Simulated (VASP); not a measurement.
Wanted: the native input for a VASP 6.6.1 run.

```yaml
Task: single point
Functional: PBE
Potentials_or_basis: VASP PAW PBE potentials, release 64 (Zn, S)
Cutoff: 500 eV
k_mesh: 9 × 9 × 4
Occupations: gaussian, width 0.02 eV
Spin: no spin polarisation
Dipole_correction: no
Further_INCAR_settings: ALGO = Normal; EDIFF = 1e-06; NBANDS = 26
```

The structure of ZnS lies in POSCAR:

```
ZnS
1.0
    3.6044880043      0.0000000000      0.0000000000
   -1.8022440021      3.1215781793      0.0000000000
    0.0000000000      0.0000000000      7.6965941453
Zn S
2 2
Direct
    0.0000000000      0.0000000000      0.7500000000
    0.0000000000      0.0000000000      0.2500000000
    0.3333333300      0.6666666700      0.2500000000
    0.6666666700      0.3333333300      0.7500000000
```

This cell differs from its parent crystal: O replaced by S, lengths x 1.124, strained.

The input as run:

INCAR

```
PREC     = Accurate       # precision mode
ENCUT    = 500            # plane-wave cutoff, eV
EDIFF    = 1E-6           # SCF threshold, eV
ISMEAR   = 0              # smearing method
SIGMA    = 0.02           # smearing width, eV
LREAL    = False          # projectors in reciprocal space
LASPH    = True           # aspherical terms in the spheres
NELM     = 120            # most SCF steps
ALGO     = Normal         # electronic algorithm
ISIF     = 2              # what is computed and relaxed
LWAVE    = False          # write WAVECAR
LCHARG   = True           # write CHGCAR
GGA      = PE             # functional
LELF     = True           # ELF
LVHAR    = True         
NBANDS   = 26             # bands
GGA_COMPAT= False
```

KPOINTS

```
regular mesh
0
Gamma
  9 9 4
```

Potentials or basis: VASP PAW PBE potentials, release 64 (Zn, S).

Launch:

```bash
$ cat potpaw_PBE.64/Zn/POTCAR potpaw_PBE.64/S/POTCAR > POTCAR
$ mpirun -np 1 vasp_std > vasp.out
```

Results of the run:

```yaml
Pressure: 18.3 GPa
Band_gap_on_the_k_mesh: 2.80 eV, direct
```

Caveat: the cell differs from its parent crystal (O replaced by S, lengths x 1.124, strained).

Run time: 2.6 min on 1 thread of Intel Xeon 8259CL, on a shared host, peak memory 0.23 GiB.
